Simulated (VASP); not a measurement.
# PtC3 (P6_3/mmc) in VASP: notebook

Runs on PtC3. Level: PBE. Tasks: single point, relaxation of cell and atoms.

All numbers are computed with VASP 6.6.1; they aren't measurements. Logs are shortened: lines on timing, memory, paths and dates and some standing lists are left out, and cuts for length are marked.

### Step 1. The cell of the first run

It takes space group P6_3/mmc (No. 194, hexagonal). Conventional cell: a = 4.801 Å, b = 4.801 Å, c = 3.854 Å, α = 90.00°, β = 90.00°, γ = 120.00°. Within 3.1 Å of Pt (site symmetry -6m2) lie 12 C at 2.37 to 2.40 Å. Within 3.1 Å of C (site symmetry mm2) lie 4 Pt at 2.37 to 2.40 Å and 8 C at 2.38 to 2.41 Å.

### Step 2. Single point, PBE

File INCAR:

```
SYSTEM = PtC3
PREC     = Accurate       ! precision mode
ENCUT    = 520            ! plane-wave cutoff, eV
EDIFF    = 1E-6           ! SCF threshold, eV
ISMEAR   = 0              ! smearing method
SIGMA    = 0.1            ! smearing width, eV
LREAL    = .FALSE.        ! projectors in reciprocal space
LASPH    = .TRUE.         ! aspherical terms in the spheres
NELM     = 100            ! most SCF steps
ALGO     = Normal         ! electronic algorithm
ISIF     = 2              ! what is computed and relaxed
LWAVE    = .FALSE.        ! write WAVECAR
LCHARG   = .FALSE.        ! write CHGCAR
GGA      = PE             ! functional
NBANDS   = 32             ! bands
```

File KPOINTS:

```
Automatic mesh
0
G
  6 6 6
  0 0 0
```

File POSCAR:

```
PtC3
1.0
    4.8010418221      0.0000000000      0.0000000000
   -2.4005209111      4.1578241826      0.0000000000
    0.0000000000      0.0000000000      3.8535768261
Pt C
2 6
Direct
    0.3333333333      0.6666666667      0.2500000000
    0.6666666667      0.3333333333      0.7500000000
    0.8330000000      0.6660000000      0.2500000000
    0.1670000000      0.8330000000      0.7500000000
    0.3340000000      0.1670000000      0.2500000000
    0.1670000000      0.3340000000      0.7500000000
    0.8330000000      0.1670000000      0.2500000000
    0.6660000000      0.8330000000      0.7500000000
```

Potentials or basis: VASP PAW PBE potentials, release 64 (Pt, C).

Launch:

```
$ cat potpaw_PBE.64/Pt/POTCAR potpaw_PBE.64/C/POTCAR > POTCAR
$ mpirun -np 1 vasp_std > vasp.out
```

OUTCAR:

```text
SYSTEM = PtC3
   PREC = Accurate
   ENCUT = 520
   EDIFF = 1E-6
   ISMEAR = 0
   LREAL = .FALSE.
   LASPH = .TRUE.
   NELM = 100
   ISIF = 2
   GGA = PE

 ion  position               nearest neighbor table
   1  0.333  0.667  0.250-   4 2.37   4 2.37   8 2.37   8 2.37   6 2.37   6 2.37   3 2.40   5 2.40
                             7 2.40   7 2.40   3 2.40   5 2.40   2 3.38   2 3.38   2 3.38   2 3.38
   2  0.667  0.333  0.750-   7 2.37   7 2.37   5 2.37   5 2.37   3 2.37   3 2.37   6 2.40   8 2.40
                             4 2.40   4 2.40   6 2.40   8 2.40   1 3.38   1 3.38   1 3.38   1 3.38
   3  0.833  0.666  0.250-   2 2.37   2 2.37   1 2.40   1 2.40
   4  0.167  0.833  0.750-   1 2.37   1 2.37   2 2.40   2 2.40
   5  0.334  0.167  0.250-   2 2.37   2 2.37   1 2.40   1 2.40
   6  0.167  0.334  0.750-   1 2.37   1 2.37   2 2.40   2 2.40
   7  0.833  0.167  0.250-   2 2.37   2 2.37   1 2.40   1 2.40
   8  0.666  0.833  0.750-   1 2.37   1 2.37   2 2.40   2 2.40

  LATTYP: Found a hexagonal cell.
 ALAT       =     4.8010418221
 C/A-ratio  =     0.8026542923

  Lattice vectors:

 A1 = (   4.8010418221,   0.0000000000,   0.0000000000)
 A2 = (  -2.4005209111,   4.1578241826,   0.0000000000)
 A3 = (   0.0000000000,   0.0000000000,   3.8535768261)

Analysis of symmetry for initial positions (statically):
=====================================================================
 Subroutine PRICEL returns:
 Original cell was already a primitive cell.

 Routine SETGRP: Setting up the symmetry group for a
 hexagonal supercell.

 Subroutine GETGRP returns: Found 24 space group operations
 (whereof 12 operations were pure point group operations)
 out of a pool of 24 trial point group operations.

The static configuration has the point symmetry D_3d.
 The point group associated with its full space group is D_6h.

Analysis of symmetry for dynamics (positions and initial velocities):
=====================================================================
 Subroutine PRICEL returns:
 Original cell was already a primitive cell.

 Routine SETGRP: Setting up the symmetry group for a
 hexagonal supercell.

 Subroutine GETGRP returns: Found 24 space group operations
 (whereof 12 operations were pure point group operations)
 out of a pool of 24 trial point group operations.

The dynamic configuration has the point symmetry D_3d.
 The point group associated with its full space group is D_6h.

 Subroutine INISYM returns: Found 24 space group operations
 (whereof 12 operations are pure point group operations),
 and found     1 'primitive' translations

----------------------------------------------------------------------------------------

                                     Primitive cell

  volume of cell :      76.9247

  direct lattice vectors                    reciprocal lattice vectors
     4.801041822  0.000000000  0.000000000     0.208288125  0.120255205  0.000000000
    -2.400520911  4.157824183  0.000000000     0.000000000  0.240510410  0.000000000
     0.000000000  0.000000000  3.853576826     0.000000000  0.000000000  0.259499173

  length of vectors
     4.801041822  4.801041822  3.853576826     0.240510410  0.240510410  0.259499173

  position of ions in fractional coordinates (direct lattice)
     0.333333333  0.666666667  0.250000000
     0.666666667  0.333333333  0.750000000
     0.833000000  0.666000000  0.250000000
     0.167000000  0.833000000  0.750000000
     0.334000000  0.167000000  0.250000000
     0.167000000  0.334000000  0.750000000
     0.833000000  0.167000000  0.250000000
     0.666000000  0.833000000  0.750000000

  ion indices of the primitive-cell ions
   primitive index   ion index
                 1           1
                 2           2
                 3           3
                 4           4
                 5           5
                 6           6
                 7           7
                 8           8

----------------------------------------------------------------------------------------

 KPOINTS: Automatic mesh

Automatic generation of k-mesh.
 Grid dimensions read from file:
 generate k-points for:    6    6    6

 Generating k-lattice:

  Cartesian coordinates                     Fractional coordinates (reciprocal lattice)
     0.034714688  0.020042534  0.000000000     0.166666667  0.000000000  0.000000000
     0.000000000  0.040085068  0.000000000     0.000000000  0.166666667  0.000000000
     0.000000000  0.000000000  0.043249862     0.000000000  0.000000000  0.166666667

  Length of vectors
     0.040085068  0.040085068  0.043249862

  Shift w.r.t. Gamma in fractional coordinates (k-lattice)
     0.000000000  0.000000000  0.000000000

 Subroutine IBZKPT returns following result:
 ===========================================

 Found     28 irreducible k-points:

 Following reciprocal coordinates:
            Coordinates               Weight
  0.000000  0.000000  0.000000      1.000000
  0.166667 -0.000000  0.000000      6.000000
  0.333333  0.000000  0.000000      6.000000
  0.500000 -0.000000  0.000000      3.000000
  0.166667  0.166667  0.000000      6.000000
  0.333333  0.166667  0.000000     12.000000
[... 16 lines left out ...]
  0.166667 -0.000000  0.500000      6.000000
  0.333333  0.000000  0.500000      6.000000
 [... further k-points ...]
   k-points           NKPTS =     28   k-points in BZ     NKDIM =     28   number of bands    NBANDS=     32
   number of dos      NEDOS =    301   number of ions     NIONS =      8
   total plane-waves  NPLWV =  38880
   dimension x,y,z NGX =    36 NGY =   36 NGZ =   30
   dimension x,y,z NGXF=    72 NGYF=   72 NGZF=   60
   ions per type =               2   6
   NGX,Y,Z   is equivalent  to a cutoff of  12.47, 12.47, 12.94 a.u.
   NGXF,Y,Z  is equivalent  to a cutoff of  24.93, 24.93, 25.88 a.u.
 SYSTEM =  PtC3
   PREC   = accura    normal or accurate (medium, high low for compatibility)
   ISTART =      0    job   : 0-new  1-cont  2-samecut
   ICHARG =      2    charge: 1-file 2-atom 10-const
   ISPIN  =      1    spin polarized calculation?
   LNONCOLLINEAR =      F non collinear calculations
   LSORBIT =      F    spin-orbit coupling
   LASPH  =      T    aspherical Exc in radial PAW
   ENCUT  =  520.0 eV  38.22 Ry    6.18 a.u.   8.93  8.93  7.17*2*pi/ulx,y,z
   NELM   =    100;   NELMIN=  2; NELMDL= -5     # of ELM steps
   EDIFF  = 0.1E-05   stopping-criterion for ELM
   LREAL  =      F    real-space projection
   EDIFFG = 0.1E-04   stopping-criterion for IOM
   NSW    =      0    number of steps for IOM
   IBRION =     -1    ionic relax: 0-MD 1-quasi-New 2-CG
   NFREE  =      0    steps in history (QN), initial steepest desc. (CG)
   ISIF   =      2    stress and relaxation
   ISYM   =      2    0-nonsym 1-usesym 2-fastsym
   POTIM  = 0.5000    time-step for ionic-motion
   TEBEG  =    0.0;   TEEND  =   0.0 temperature during run
   PSTRESS=    0.0 pullay stress
   NELECT =      44.0000    total number of electrons
   NUPDOWN=      -1.0000    fix difference up-down
   EMIN   =  10.00;   EMAX   =-10.00  energy-range for DOS
   EFERMI =   0.00;   METHOD = LEGACY
   ISMEAR =     0;   SIGMA  =   0.10  broadening in eV -4-tet -1-fermi 0-gaus
   EFERMI_NEDOS =   21; number of points for ismear=-14 and -15
   IALGO  =     38    algorithm
   IMIX   =      4    mixing-type and parameters
     AMIX     =   0.40;   BMIX     =  1.00
     AMIX_MAG =   1.60;   BMIX_MAG =  1.00
  volume/ion in A,a.u.               =       9.62        64.89
  Fermi-wavevector in a.u.,A,eV,Ry     =   1.358951  2.568045 25.126535  1.846748
  Thomas-Fermi vector in A             =   2.485741
   LORBIT       =      0    0 simple, 1 ext, 2 COOP (PROOUT), +10 PAW based schemes
   GGA     = PE    functional components
   LHFCALC =     F    Hartree Fock is set to
   AEXX    =    0.0000 exact exchange contribution
   IVDW    =     0    specifies the selected vdW correction
   LEPSILON=     F    determine dielectric tensor
   LRPA    =     F    only Hartree local field effects (RPA)
 non-spin polarized calculation
 Gauss-broadening in eV      SIGMA  =   0.10
  energy-cutoff  :      520.00
  volume of cell :       76.92
 maximum number of plane-waves:      2097
 NGX is ok and might be reduce to    36
   NGX = 17   NGY = 17   NGZ = 15

 number of electron      43.9999996 magnetization

 Free energy of the ion-electron system (eV)
  ---------------------------------------------------
  ext. energy  EPLUGINS =         0.00000000
  ---------------------------------------------------
  free energy    TOTEN  =       -40.95746462 eV

  energy without entropy =      -40.93961961  energy(sigma->0) =      -40.94854211

 E-fermi :   8.7186     XC(G=0): -12.7698

 val. band max:        8.7071856701   @ k =   0.3333   0.1667   0.3333
 cond. band min:       8.7757055614   @ k =   0.3333   0.0000   0.0000
 fundamental gap:      0.0685198913
 Fermi energy:         8.7185941471

 k-point     1 :       0.0000    0.0000    0.0000
  band No.  band energies     occupation
      1      -7.2998      2.00000
      2      -2.5955      2.00000
      3      -2.1152      2.00000
      4      -2.1152      2.00000
      5      -0.0561      2.00000
      6      -0.0561      2.00000
[... 24 lines left out ...]
     31      12.9567      0.00000
     32      12.9568      0.00000

 k-point     2 :       0.1667   -0.0000    0.0000
  band No.  band energies     occupation
      1      -7.0778      2.00000
      2      -2.9145      2.00000
      3      -2.5337      2.00000
      4      -2.1311      2.00000
      5      -0.0946      2.00000
      6       0.1885      2.00000
[... 24 lines left out ...]
     31      12.6489      0.00000
     32      12.9901      0.00000
[... 733 lines left out ...]
     31      12.4828      0.00000
     32      12.4828      0.00000

 k-point    24 :       0.3333    0.0000    0.5000
  band No.  band energies     occupation
      1      -4.3809      2.00000
      2      -4.3809      2.00000
      3      -2.5284      2.00000
      4      -2.5284      2.00000
      5      -1.1737      2.00000
      6      -1.1737      2.00000
[... 24 lines left out ...]
     31      12.5671      0.00000
     32      12.5671      0.00000

 [... further k-points ...]

------------------------ aborting loop because EDIFF is reached ----------------------------------------

  FORCE on cell =-STRESS in cart. coord.  units (eV):
  Direction    XX          YY          ZZ          XY          YZ          ZX
  --------------------------------------------------------------------------------------
  -------------------------------------------------------------------------------------
  Total        0.9172838      0.9172838      3.1590755     -0.0000000      0.0000000      0.0000000
  in kB       19.1050711     19.1050711     65.7968272     -0.0000000      0.0000000      0.0000000
  external PRESSURE =      34.6689898 kB  Pullay stress =       0.0000000 kB

 VOLUME and BASIS-vectors are now :
 -----------------------------------------------------------------------------
  energy-cutoff  :      520.00
  volume of cell :       76.92
      direct lattice vectors                 reciprocal lattice vectors
     4.801041822  0.000000000  0.000000000     0.208288125  0.120255205  0.000000000
    -2.400520911  4.157824183  0.000000000     0.000000000  0.240510410  0.000000000
     0.000000000  0.000000000  3.853576826     0.000000000  0.000000000  0.259499173

 POSITION                                       TOTAL-FORCE (eV/Angst)
 -----------------------------------------------------------------------------------
     -0.00000      2.77188      0.96339         0.000000     -0.000000     -0.000000
      2.40052      1.38594      2.89018         0.000000     -0.000000     -0.000000
      2.40052      2.76911      0.96339         0.000000     -0.479644      0.000000
     -1.19786      3.46347      2.89018         0.415384     -0.239822      0.000000
      1.20266      0.69436      0.96339         0.415384      0.239822     -0.000000
     -0.00000      1.38871      2.89018        -0.000000      0.479644      0.000000
      3.59838      0.69436      0.96339        -0.415384      0.239822     -0.000000
      1.19786      3.46347      2.89018        -0.415384     -0.239822     -0.000000
 -----------------------------------------------------------------------------------
    total drift:                               -0.000000      0.000000     -0.000000

  FREE ENERGIE OF THE ION-ELECTRON SYSTEM (eV)
  ---------------------------------------------------
  free  energy   TOTEN  =       -40.9574646207 eV

  energy  without entropy=      -40.9396196078  energy(sigma->0) =      -40.94854211
```

Wall time 27 s (1 thread of Intel Xeon 6975P-C (Granite Rapids), shared host); peak memory 0.21 GiB.

Results:

| Item | Value |
| --- | --- |
| Free energy | -40.9575 eV |
| Pressure | 3.5 GPa |
| Largest force | 0.480 eV/Å |
| Band gap on the k mesh | zero (bands 22 and 23 overlap by 1.09 eV) |

Forces in eV/Å, atoms in the order of the input:
```
Pt   0.000  0.000  0.000
Pt   0.000  0.000  0.000
C    0.000 -0.480  0.000
C    0.415 -0.240  0.000
C    0.415  0.240  0.000
C    0.000  0.480  0.000
C   -0.415  0.240  0.000
C   -0.415 -0.240  0.000
```

Caveat: the cell stands under pressure; spin-orbit coupling is left out, which moves the levels of the heavy elements.

### Step 3. Single point, PBE

This run uses another cell than the first one, of 16.98 Å³/atom.

File INCAR:

```
PREC     = Accurate       # precision mode
ENCUT    = 520            # plane-wave cutoff, eV
EDIFF    = 1E-7           # SCF threshold, eV
ISMEAR   = 0              # smearing method
SIGMA    = 0.1            # smearing width, eV
LREAL    = F              # projectors in reciprocal space
LASPH    = T              # aspherical terms in the spheres
NELM     = 80             # most SCF steps
ALGO     = Normal         # electronic algorithm
ISIF     = 2              # what is computed and relaxed
LWAVE    = F              # write WAVECAR
LCHARG   = F              # write CHGCAR
GGA      = PE             # functional
NBANDS   = 32             # bands
```

File KPOINTS:

```
regular mesh
0
Gamma
  6 6 4
```

File POSCAR:

```
PtC3
1.0
    4.2779939994      0.0000000000      0.0000000000
   -2.1389969997      3.7048514807      0.0000000000
    0.0000000000      0.0000000000      8.5718976551
Pt C
2 6
Direct
    0.3333333333      0.6666666667      0.2500000000
    0.6666666667      0.3333333333      0.7500000000
    0.7802586467      0.5605172933      0.2500000000
    0.2197413533      0.7802586467      0.7500000000
    0.4394827067      0.2197413533      0.2500000000
    0.2197413533      0.4394827067      0.7500000000
    0.7802586467      0.2197413533      0.2500000000
    0.5605172933      0.7802586467      0.7500000000
```

Potentials or basis: VASP PAW PBE potentials, release 64 (Pt, C).

Launch:

```
$ cat potpaw_PBE.64/Pt/POTCAR potpaw_PBE.64/C/POTCAR > POTCAR
$ mpirun -np 1 vasp_std > vasp.out
```

Wall time 38 s (1 thread of Intel Xeon 6975P-C (Granite Rapids), shared host); peak memory 0.27 GiB.

It converged, with:

* Free energy: -51.4417 eV
* Pressure: 0.2 GPa
* Largest force: 0.144 eV/Å
* Band gap on the k mesh: zero (filled and empty bands touch)

Forces in eV/Å, atoms in the order of the input:
```
Pt   0.000  0.000  0.000
Pt   0.000  0.000  0.000
C    0.000  0.144  0.000
C   -0.125  0.072  0.000
C   -0.125 -0.072  0.000
C    0.000 -0.144  0.000
C    0.125 -0.072  0.000
C    0.125  0.072  0.000
```

Levels at points of the mesh, in eV from the Fermi level:
| k point | band 18 | band 19 | band 20 | band 21 | band 22 | band 23 | band 24 | band 25 | band 26 | band 27 |
| --- | --- | --- | --- | --- | --- | --- | --- | --- | --- | --- |
| (0.00, 0.00, 0.00) | -3.69 | -3.46 | -2.88 | -0.04 | -0.04 | -0.02 | -0.02 | 1.66 | 1.66 | 1.75 |
| (0.50, 0.00, 0.00) | -2.86 | -2.85 | -2.83 | -0.30 | -0.29 | 0.48 | 0.80 | 0.81 | 0.83 | 2.34 |
| (0.00, 0.00, 0.50) | -3.73 | -3.14 | -3.14 | -0.03 | -0.03 | -0.03 | -0.03 | 1.70 | 1.70 | 1.70 |
| (0.50, 0.00, 0.50) | -3.01 | -2.79 | -2.79 | -0.29 | -0.29 | 0.60 | 0.60 | 0.81 | 0.81 | 2.41 |

Caveat: spin-orbit coupling is left out, which moves the levels of the heavy elements.

### Step 4. Relaxation of cell and atoms, PBE

File INCAR:

```
PREC     = Accurate       # precision mode
ENCUT    = 600            # plane-wave cutoff, eV
EDIFF    = 1E-6           # SCF threshold, eV
ISMEAR   = 0              # smearing method
SIGMA    = 0.1            # smearing width, eV
LREAL    = False          # projectors in reciprocal space
LASPH    = True           # aspherical terms in the spheres
NELM     = 60             # most SCF steps
ALGO     = Normal         # electronic algorithm
ISIF     = 3              # what is computed and relaxed
LWAVE    = False          # write WAVECAR
LCHARG   = False          # write CHGCAR
GGA      = PE             # functional
IBRION   = 2              # ionic algorithm
NSW      = 90             # ionic steps
EDIFFG   = -0.04          # ionic threshold
```

KPOINTS is that of step 3.

File POSCAR:

```
PtC3
1.0
    4.8010418221      0.0000000000      0.0000000000
   -2.4005209111      4.1578241826      0.0000000000
    0.0000000000      0.0000000000      3.8535768261
Pt C
2 6
Direct
    0.3333333333      0.6666666667      0.2500000000
    0.6666666667      0.3333333333      0.7500000000
    0.8330000000      0.6660000000      0.2500000000
    0.1670000000      0.8330000000      0.7500000000
    0.3340000000      0.1670000000      0.2500000000
    0.1670000000      0.3340000000      0.7500000000
    0.8330000000      0.1670000000      0.2500000000
    0.6660000000      0.8330000000      0.7500000000
```

Launch:

```
$ cat potpaw_PBE.64/Pt/POTCAR potpaw_PBE.64/C/POTCAR > POTCAR
$ mpirun -np 1 vasp_std > vasp.out
```

Wall time 9.3 min (1 thread of Intel Xeon 6975P-C (Granite Rapids), shared host); peak memory 0.26 GiB.

Results (log left out):

* Free energy: -50.1683 eV
* Relaxed volume: 12.35 Å³/atom
* Relaxed cell: a = 4.294 Å, b = 4.294 Å, c = 6.188 Å, α = 90.00°, β = 90.00°, γ = 120.00°
* Space group after relaxing (to 0.1 Å): P6_3/mmc (No. 194)
* Pressure after relaxing: 0.0 GPa
* Largest force after relaxing: 0.007 eV/Å
* Band gap on the k mesh: zero (filled and empty bands touch)

Forces on the atoms (eV/Å):
```
Pt   0.000  0.000  0.000
Pt   0.000  0.000  0.000
C    0.000 -0.007  0.000
C    0.006 -0.003  0.000
C    0.006  0.003  0.000
C    0.000  0.007  0.000
C   -0.006  0.003  0.000
C   -0.006 -0.003  0.000
```

Stress tensor (GPa, compression positive):
```
-0.05  0.00  0.00
 0.00 -0.05  0.00
 0.00  0.00  0.03
```

Final structure:
```
Pt C
1.0
     4.29409    0.00000    0.00000
    -2.14704    3.71879    0.00000
     0.00000    0.00000    6.18786
Pt C
2 6
Direct
  0.33333 0.66667 0.25000
  0.66667 0.33333 0.75000
  0.78001 0.56001 0.25000
  0.21999 0.78001 0.75000
  0.43999 0.21999 0.25000
  0.21999 0.43999 0.75000
  0.78001 0.21999 0.25000
  0.56001 0.78001 0.75000
```

Levels at points of the mesh, in eV from the Fermi level:
| k point | band 19 | band 20 | band 21 | band 22 | band 23 | band 24 | band 25 | band 26 |
| --- | --- | --- | --- | --- | --- | --- | --- | --- |
| (0.00, 0.00, 0.00) | -3.37 | -2.23 | -0.09 | -0.09 | 0.02 | 0.02 | 1.52 | 1.52 |
| (0.50, 0.00, 0.00) | -2.52 | -2.52 | -0.37 | -0.21 | 0.68 | 0.79 | 0.90 | 1.58 |
| (0.00, 0.00, 0.50) | -2.16 | -2.16 | -0.04 | -0.04 | -0.04 | -0.04 | 1.77 | 1.77 |
| (0.50, 0.00, 0.50) | -1.84 | -1.84 | -0.29 | -0.29 | 0.69 | 0.69 | 0.86 | 0.86 |

Caveat: the k points lie up to 0.28 Å⁻¹ apart in the final cell; the volume moved by over 15 % at a fixed basis, so the end points are rough; spin-orbit coupling is left out, which moves the levels of the heavy elements.

(Continued in part 2 of 2.)

The gap in the log of VASP goes by the Fermi energy; the results here count the filled bands.